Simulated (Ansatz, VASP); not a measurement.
**SnO2 in VASP and in Ansatz**

```
CELL_PARAMETERS angstrom
3.10960 1.79533 4.34245
-3.10960 1.79533 4.34245
0.00000 -3.59065 4.34245
ATOMIC_POSITIONS crystal
Sn 0.86454 0.86454 0.86454
Sn 0.36487 0.36487 0.86488
Sn 0.36487 0.86488 0.36487
Sn 0.86488 0.36487 0.36487
O 0.11991 0.61961 0.61961
O 0.61961 0.11991 0.61961
O 0.61961 0.61961 0.11991
O 0.60994 0.60994 0.60994
O 0.11985 0.11985 0.11985
O 0.10969 0.10969 0.61000
O 0.10969 0.61000 0.10969
O 0.61000 0.10969 0.10969
```

Alike in both runs: task single point; functional LDA; k mesh 6 × 6 × 6; occupations gaussian, width 0.05 eV; no spin polarisation.

|  | VASP | Ansatz |
| --- | --- | --- |
| version | VASP 6.6.1 | Ansatz 0.2.0 |
| potentials or method | VASP PAW LDA potentials, release 64 (Sn_d, O), cutoff 520 eV | scalar-relativistic, plane waves, PAW |
| valence electrons in the cell | 104 | 104 |

VASP gave:

* gap on the k mesh at the Fermi level (eV): 2.22
* least direct gap on the mesh (eV): 2.22
* pressure (GPa): 8.0
* traceless stress, the component that is largest in VASP (GPa): -8.31
* rms of the force components (eV/Å): 0.012

Task: What did Ansatz give for the same quantities?

Result: gap on the k mesh at the Fermi level (eV): 2.22; least direct gap on the mesh (eV): 2.22; pressure (GPa): 6.5; traceless stress, the component that is largest in VASP (GPa): -7.55; rms of the force components (eV/Å): 0.062.

Ansatz warns that its potentials were made for another functional, while VASP's fit it. LDA's correlation is that of Perdew and Zunger in VASP and of Perdew and Wang (1992) in Ansatz. Atom by atom the forces differ by 0.050 eV/Å (rms over components).
